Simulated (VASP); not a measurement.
# Co (P6_3/mmc) in VASP: settings compared

Aim: see how the results for Co move with the level of theory and the settings. Levels: PBEsol+D4, PBEsol. Tasks: single point.

All numbers are computed with VASP 6.6.1; they aren't measurements. Logs are shortened: lines on timing, memory, paths and dates and some standing lists are left out, and cuts for length are marked.

## (1) The cell of the first run

Symmetry: P6_3/mmc, No. 194, hexagonal system. The conventional cell has a = 2.445 Å, b = 2.445 Å, c = 3.945 Å, α = 90.00°, β = 90.00°, γ = 120.00°. Within 3.2 Å of Co (site symmetry -6m2) lie 12 Co at 2.43 to 2.44 Å.

## (2) Single point, PBEsol+D4, collinear spin, ferromagnetic start

Contents of INCAR:

```
SYSTEM = Co
PREC = Accurate
ENCUT = 520
EDIFF = 1E-7
ISMEAR = -1
SIGMA = 0.05
LREAL = .False.
LASPH = .True.
NELM = 150
ALGO = Normal
ISIF = 2
LWAVE = .False.
LCHARG = .False.
ISPIN = 2
MAGMOM = 2 2
LORBIT = 11
LMAXMIX = 4
GGA = PS
IVDW = 13
NBANDS = 20
```

Contents of KPOINTS:

```
Automatic mesh
0
Gamma
  12 12 7
  0 0 0
```

Contents of POSCAR:

```
Co
1.0
    2.4446352542      0.0000000000      0.0000000000
   -1.2223176271      2.1171162332      0.0000000000
    0.0000000000      0.0000000000      3.9451318163
Co
2
Direct
    0.6666666667      0.3333333333      0.7500000000
    0.3333333333      0.6666666667      0.2500000000
```

Potentials or basis: VASP PAW PBE potentials, release 64 (Co).

Run with:

```console
$ cat potpaw_PBE.64/Co/POTCAR > POTCAR
$ mpirun -np 1 vasp_std > vasp.out
```

OUTCAR:

```text
SYSTEM = Co
   PREC = Accurate
   ENCUT = 520
   EDIFF = 1E-7
   ISMEAR = -1
   LREAL = .False.
   LASPH = .True.
   NELM = 150
   ISIF = 2
   ISPIN = 2
   LORBIT = 11
   GGA = PS
   IVDW = 13

 ion  position               nearest neighbor table
   1  0.667  0.333  0.750-   2 2.43   2 2.43   2 2.43   2 2.43   2 2.43   2 2.43
   2  0.333  0.667  0.250-   1 2.43   1 2.43   1 2.43   1 2.43   1 2.43   1 2.43

  LATTYP: Found a hexagonal cell.
 ALAT       =     2.4446352542
 C/A-ratio  =     1.6137915910

  Lattice vectors:

 A1 = (   2.4446352542,   0.0000000000,   0.0000000000)
 A2 = (  -1.2223176271,   2.1171162332,   0.0000000000)
 A3 = (   0.0000000000,   0.0000000000,   3.9451318163)

Analysis of symmetry for initial positions (statically):
=====================================================================
 Subroutine PRICEL returns:
 Original cell was already a primitive cell.

 Routine SETGRP: Setting up the symmetry group for a
 hexagonal supercell.

 Subroutine GETGRP returns: Found 24 space group operations
 (whereof 12 operations were pure point group operations)
 out of a pool of 24 trial point group operations.

The static configuration has the point symmetry D_3d.
 The point group associated with its full space group is D_6h.

Analysis of symmetry for dynamics (positions and initial velocities):
=====================================================================
 Subroutine PRICEL returns:
 Original cell was already a primitive cell.

 Routine SETGRP: Setting up the symmetry group for a
 hexagonal supercell.

 Subroutine GETGRP returns: Found 24 space group operations
 (whereof 12 operations were pure point group operations)
 out of a pool of 24 trial point group operations.

The dynamic configuration has the point symmetry D_3d.
 The point group associated with its full space group is D_6h.

Analysis of structural, dynamic, and magnetic symmetry:
=====================================================================
 Subroutine PRICEL returns:
 Original cell was already a primitive cell.

 Routine SETGRP: Setting up the symmetry group for a
 hexagonal supercell.

 Subroutine GETGRP returns: Found 24 space group operations
 (whereof 12 operations were pure point group operations)
 out of a pool of 24 trial point group operations.

The overall configuration has the point symmetry D_3d.
 The point group associated with its full space group is D_6h.

 Subroutine INISYM returns: Found 24 space group operations
 (whereof 12 operations are pure point group operations),
 and found     1 'primitive' translations

----------------------------------------------------------------------------------------

                                     Primitive cell

  volume of cell :      20.4183

  direct lattice vectors                    reciprocal lattice vectors
     2.444635254  0.000000000  0.000000000     0.409058979  0.236170311  0.000000000
    -1.222317627  2.117116233  0.000000000     0.000000000  0.472340623  0.000000000
     0.000000000  0.000000000  3.945131816     0.000000000  0.000000000  0.253476955

  length of vectors
     2.444635254  2.444635254  3.945131816     0.472340623  0.472340623  0.253476955

  position of ions in fractional coordinates (direct lattice)
     0.666666667  0.333333333  0.750000000
     0.333333333  0.666666667  0.250000000

  ion indices of the primitive-cell ions
   primitive index   ion index
                 1           1
                 2           2

----------------------------------------------------------------------------------------

 KPOINTS: Automatic mesh

Automatic generation of k-mesh.
 Grid dimensions read from file:
 generate k-points for:   12   12    7

 Generating k-lattice:

  Cartesian coordinates                     Fractional coordinates (reciprocal lattice)
     0.034088248  0.019680859  0.000000000     0.083333333  0.000000000  0.000000000
     0.000000000  0.039361719  0.000000000     0.000000000  0.083333333  0.000000000
     0.000000000  0.000000000  0.036210994     0.000000000  0.000000000  0.142857143

  Length of vectors
     0.039361719  0.039361719  0.036210994

  Shift w.r.t. Gamma in fractional coordinates (k-lattice)
     0.000000000  0.000000000  0.000000000

 Subroutine IBZKPT returns following result:
 ===========================================

 Found     76 irreducible k-points:

 Following reciprocal coordinates:
            Coordinates               Weight
  0.000000  0.000000  0.000000      1.000000
  0.083333  0.000000  0.000000      6.000000
  0.166667 -0.000000  0.000000      6.000000
  0.250000  0.000000  0.000000      6.000000
  0.333333  0.000000  0.000000      6.000000
  0.416667 -0.000000  0.000000      6.000000
[... 16 lines left out ...]
  0.250000  0.000000  0.142857     12.000000
  0.333333  0.000000  0.142857     12.000000
 [... further k-points ...]
   k-points           NKPTS =     76   k-points in BZ     NKDIM =     76   number of bands    NBANDS=     20
   number of dos      NEDOS =    301   number of ions     NIONS =      2
   total plane-waves  NPLWV =   9720
   dimension x,y,z NGX =    18 NGY =   18 NGZ =   30
   dimension x,y,z NGXF=    36 NGYF=   36 NGZF=   60
   ions per type =               2
   NGX,Y,Z   is equivalent  to a cutoff of  12.24, 12.24, 12.64 a.u.
   NGXF,Y,Z  is equivalent  to a cutoff of  24.48, 24.48, 25.28 a.u.
 SYSTEM =  Co
   PREC   = accura    normal or accurate (medium, high low for compatibility)
   ISTART =      0    job   : 0-new  1-cont  2-samecut
   ICHARG =      2    charge: 1-file 2-atom 10-const
   ISPIN  =      2    spin polarized calculation?
   LNONCOLLINEAR =      F non collinear calculations
   LSORBIT =      F    spin-orbit coupling
   LASPH  =      T    aspherical Exc in radial PAW
   ENCUT  =  520.0 eV  38.22 Ry    6.18 a.u.   4.55  4.55  7.34*2*pi/ulx,y,z
   NELM   =    150;   NELMIN=  2; NELMDL= -5     # of ELM steps
   EDIFF  = 0.1E-06   stopping-criterion for ELM
   LREAL  =      F    real-space projection
   EDIFFG = 0.1E-05   stopping-criterion for IOM
   NSW    =      0    number of steps for IOM
   IBRION =     -1    ionic relax: 0-MD 1-quasi-New 2-CG
   NFREE  =      0    steps in history (QN), initial steepest desc. (CG)
   ISIF   =      2    stress and relaxation
   ISYM   =      2    0-nonsym 1-usesym 2-fastsym
   POTIM  = 0.5000    time-step for ionic-motion
   TEBEG  =    0.0;   TEEND  =   0.0 temperature during run
   PSTRESS=    0.0 pullay stress
   NELECT =      18.0000    total number of electrons
   NUPDOWN=      -1.0000    fix difference up-down
   EMIN   =  10.00;   EMAX   =-10.00  energy-range for DOS
   EFERMI =   0.00;   METHOD = LEGACY
   ISMEAR =    -1;   SIGMA  =   0.05  broadening in eV -4-tet -1-fermi 0-gaus
   EFERMI_NEDOS =   21; number of points for ismear=-14 and -15
   IALGO  =     38    algorithm
   IMIX   =      4    mixing-type and parameters
     AMIX     =   0.40;   BMIX     =  1.00
     AMIX_MAG =   1.60;   BMIX_MAG =  1.00
  volume/ion in A,a.u.               =      10.21        68.89
  Fermi-wavevector in a.u.,A,eV,Ry     =   1.569732  2.966364 33.525561  2.464059
  Thomas-Fermi vector in A             =   2.671571
   LORBIT       =     11    0 simple, 1 ext, 2 COOP (PROOUT), +10 PAW based schemes
   GGA     = PS    functional components
   LHFCALC =     F    Hartree Fock is set to
   AEXX    =    0.0000 exact exchange contribution
   IVDW    =    13    specifies the selected vdW correction
   LEPSILON=     F    determine dielectric tensor
   LRPA    =     F    only Hartree local field effects (RPA)
 spin polarized calculation
  energy-cutoff  :      520.00
  volume of cell :       20.42
 maximum number of plane-waves:       569
   NGX =  9   NGY =  9   NGZ = 15

 number of electron      17.9999975 magnetization       3.0715765

 Free energy of the ion-electron system (eV)
  ---------------------------------------------------
  ext. energy  EPLUGINS =         0.00000000
  ---------------------------------------------------
  free energy    TOTEN  =       -15.47393615 eV

  energy without entropy =      -15.45887025  energy(sigma->0) =      -15.46640320

 E-fermi :  10.9487     XC(G=0): -13.9429

 val. band max:       10.9451383579   @ k =   0.3333   0.0833   0.0000
 cond. band min:      10.9500593617   @ k =   0.3333   0.0833   0.1429
 fundamental gap:      0.0049210038
 Fermi energy:        10.9486696272

 spin component 1

 k-point     1 :       0.0000    0.0000    0.0000
  band No.  band energies     occupation
      1       1.6217      1.00000
      2       5.5242      1.00000
      3       8.2984      1.00000
      4       8.3129      1.00000
      5       8.3129      1.00000
      6       8.6642      1.00000
[... 12 lines left out ...]
     19      37.8252      0.00000
     20      37.8252      0.00000
[... 507 lines left out ...]
 k-point    24 :       0.3333    0.0000    0.1429
  band No.  band energies     occupation
      1       4.9807      1.00000
      2       6.3250      1.00000
      3       6.7334      1.00000
      4       7.5485      1.00000
      5       8.3670      1.00000
      6       8.4031      1.00000
[... 12 lines left out ...]
     19      35.0304      0.00000
     20      36.6986      0.00000

 [... further k-points ...]

 spin component 2

 k-point     1 :       0.0000    0.0000    0.0000
  band No.  band energies     occupation
      1       1.6898      1.00000
      2       6.4439      1.00000
      3       9.8505      1.00000
      4       9.8547      1.00000
      5       9.8547      1.00000
      6      10.2588      1.00000
[... 12 lines left out ...]
     19      38.1701      0.00000
     20      38.1701      0.00000
[... 507 lines left out ...]
 k-point    24 :       0.3333    0.0000    0.1429
  band No.  band energies     occupation
      1       5.2857      1.00000
      2       7.4535      1.00000
      3       7.8285      1.00000
      4       8.7539      1.00000
      5       9.7692      1.00000
      6       9.9741      1.00000
[... 12 lines left out ...]
     19      35.4807      0.00000
     20      37.0625      0.00000

 [... further k-points ...]

------------------------ aborting loop because EDIFF is reached ----------------------------------------

  DFT-D4 for vdW energy calculation

  Edisp (eV):   -0.52080

  FORCE on cell =-STRESS in cart. coord.  units (eV):
  Direction    XX          YY          ZZ          XY          YZ          ZX
  --------------------------------------------------------------------------------------
  -------------------------------------------------------------------------------------
  Total      -0.13054    -0.13054    -0.13884     0.00000     0.00000    -0.00000
  in kB     -10.24336   -10.24336   -10.89449     0.00000     0.00000    -0.00000
  external pressure =      -10.46 kB  Pullay stress =        0.00 kB

 VOLUME and BASIS-vectors are now :
 -----------------------------------------------------------------------------
  energy-cutoff  :      520.00
  volume of cell :       20.42
      direct lattice vectors                 reciprocal lattice vectors
     2.444635254  0.000000000  0.000000000     0.409058979  0.236170311  0.000000000
    -1.222317627  2.117116233  0.000000000     0.000000000  0.472340623  0.000000000
     0.000000000  0.000000000  3.945131816     0.000000000  0.000000000  0.253476955

 POSITION                                       TOTAL-FORCE (eV/Angst)
 -----------------------------------------------------------------------------------
      1.22232      0.70571      2.95885        -0.000000     -0.000000      0.000000
     -0.00000      1.41141      0.98628         0.000000      0.000000      0.000000
 -----------------------------------------------------------------------------------
    total drift:                                0.000000     -0.000000     -0.000000

  FREE ENERGIE OF THE ION-ELECTRON SYSTEM (eV)
  ---------------------------------------------------
  free  energy   TOTEN  =       -15.9947365882 eV

  energy  without entropy=      -15.9796706819  energy(sigma->0) =      -15.98720364

 total charge

# of ion       s       p       d       tot
------------------------------------------
    1        0.514   0.580   7.303   8.397
    2        0.514   0.580   7.303   8.397
--------------------------------------------------
tot          1.029   1.159  14.607  16.795

 magnetization (x)

# of ion       s       p       d       tot
------------------------------------------
    1       -0.015  -0.051   1.606   1.540
    2       -0.015  -0.051   1.606   1.540
--------------------------------------------------
tot         -0.031  -0.102   3.213   3.080
```

It took 32 s on 1 thread of Intel Xeon 6975P-C (Granite Rapids), shared host; peak memory 0.16 GiB.

What came out:

```yaml
Free_energy: -15.9947 eV
Pressure: -1.0 GPa
Net_moment: 3.07 μB per cell
Site_moments: Co +1.54 μB
Valence_electrons_inside_the_program's_atomic_spheres: Co 8.40
Dispersion_energy_per_atom: -0.260 eV
```

Caveat: the PAW data sets were made with another functional, which shifts forces and pressure a little; pairwise dispersion overbinds metals, which lowers pressure and volume.

## (3) Single point, PBEsol, collinear spin, ferromagnetic start

This run uses another cell than the first one, of 10.64 Å³/atom, 1.042 times its volume.

Contents of INCAR:

```
ALGO = Fast
EDIFF = 1E-7
ENCUT = 520
GGA = PS
ISIF = 2
ISMEAR = -1
ISPIN = 2
LASPH = True
LCHARG = False
LMAXMIX = 4
LORBIT = 11
LREAL = False
LWAVE = False
MAGMOM = 2 2
NBANDS = 20
NELM = 150
PREC = Accurate
SIGMA = 0.05
```

Contents of KPOINTS:

```
k-points
0
Gamma
  12 12 7
```

Contents of POSCAR:

```
Co
1.0
    2.5229743363      0.0000000000      0.0000000000
   -1.2614871681      2.1849598683      0.0000000000
    0.0000000000      0.0000000000      3.8602983168
Co
2
Direct
    0.6666666667      0.3333333333      0.7500000000
    0.3333333333      0.6666666667      0.2500000000
```

Potentials or basis: VASP PAW PBE potentials, release 64 (Co).

Run with:

```console
$ cat potpaw_PBE.64/Co/POTCAR > POTCAR
$ mpirun -np 1 vasp_std > vasp.out
```

Wall time 54 s (1 thread of Intel Xeon Platinum 8375C at 2.90GHz (Ice Lake), shared host); peak memory 0.17 GiB.

It converged, with:

```
Free energy                                           : -15.4269 eV
Pressure                                              : -5.7 GPa
Net moment                                            : 3.17 μB per cell
Site moments                                          : Co +1.60 μB
Valence electrons inside the program's atomic spheres : Co 8.32
```

Stress tensor (GPa, compression positive):
```
-10.89   0.00   0.00
  0.00 -10.89   0.00
  0.00   0.00   4.60
```

Levels at points of the mesh, in eV from the Fermi level:
Spin up:
| k point | band 7 | band 8 | band 9 | band 10 | band 11 | band 12 | band 13 | band 14 | band 15 | band 16 |
| --- | --- | --- | --- | --- | --- | --- | --- | --- | --- | --- |
| (0.00, 0.00, 0.00) | -2.20 | -2.05 | -2.05 | -0.69 | -0.69 | 0.55 | 7.38 | 21.40 | 23.66 | 23.66 |
| (0.50, 0.00, 0.00) | -1.98 | -0.76 | -0.55 | -0.36 | 1.25 | 3.22 | 10.23 | 10.90 | 13.30 | 14.11 |
Spin down:
| k point | band 4 | band 5 | band 6 | band 7 | band 8 | band 9 | band 10 | band 11 |
| --- | --- | --- | --- | --- | --- | --- | --- | --- |
| (0.00, 0.00, 0.00) | -0.99 | -0.65 | -0.53 | -0.53 | -0.39 | -0.39 | 0.57 | 1.10 |
| (0.50, 0.00, 0.00) | -2.07 | -1.38 | -0.86 | -0.38 | 1.09 | 1.32 | 1.48 | 2.57 |

Caveat: the PAW data sets were made with another functional, which shifts forces and pressure a little.

(Continued in part 2 of 2.)
